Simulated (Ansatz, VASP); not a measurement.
**Two plane-wave programs on BP**

Contents of INCAR:

```
SYSTEM = BP
PREC = Accurate
ENCUT = 500
EDIFF = 1E-6
ISMEAR = 0
SIGMA = 0.05
LREAL = .FALSE.
LASPH = .TRUE.
NELM = 120
ALGO = Normal
ISIF = 2
LWAVE = .FALSE.
LCHARG = .FALSE.
GGA = CA
NBANDS = 11
GGA_COMPAT = .FALSE.
```

The input KPOINTS:

```
regular mesh
0
G
  10 10 10
  0 0 0
```

Contents of POSCAR:

```
BP
1.0
    0.0000000000      2.0874800000      2.1782400000
    2.0874800000      0.0000000000      2.1782400000
    2.0874800000      2.0874800000      0.0000000000
B P
1 1
Direct
    0.0000000000      0.0000000000      0.0000000000
    0.7500000000      0.7500000000      0.7500000000
```

Input for Ansatz:

```yaml
crystal:
  lattice:
    - [0.0, 2.08748, 2.17824]
    - [2.08748, 0.0, 2.17824]
    - [2.08748, 2.08748, 0.0]
  atoms:
    - { symbol: B, position: [0.0, 0.0, 0.0] }
    - { symbol: P, position: [0.75, 0.75, 0.75] }
basis:
  ecutwfc: 420
kpoints:
  mp_grid: { grid: [10, 10, 10] }
hamiltonian:
  xc: lda
scf:
  occupations: { method: gaussian, width: 0.05 }
output:
  forces: true
  stress: true
  eigenvalues: true
```

Change from the starting cell: strain -0.080 along x and y, -0.040 along z, atoms carried along.

Alike in both runs: task single point; functional LDA; k mesh 10 × 10 × 10; occupations gaussian, width 0.05 eV; no spin polarisation.

|  | VASP | Ansatz |
| --- | --- | --- |
| version | VASP 6.6.1 | Ansatz 0.2.0 |
| potentials or method | VASP PAW LDA potentials, release 64 (B, P), cutoff 500 eV | scalar-relativistic, plane waves, PAW |
| valence electrons in the cell | 8 | 8 |

```tsv
	VASP	Ansatz	Ansatz less VASP
gap on the k mesh at the Fermi level (eV)	0.57	0.58	+0.004
least direct gap on the mesh (eV)	3.59	3.59	-0.001
pressure (GPa)	42.4	42.7	+0.29
traceless stress, the component that is largest in VASP (GPa)	-9.27	-9.26	+0.017
```

LDA's correlation is that of Perdew and Zunger in VASP and of Perdew and Wang (1992) in Ansatz. Both programs put the cell under a high pressure, so it lies far from rest at this level.
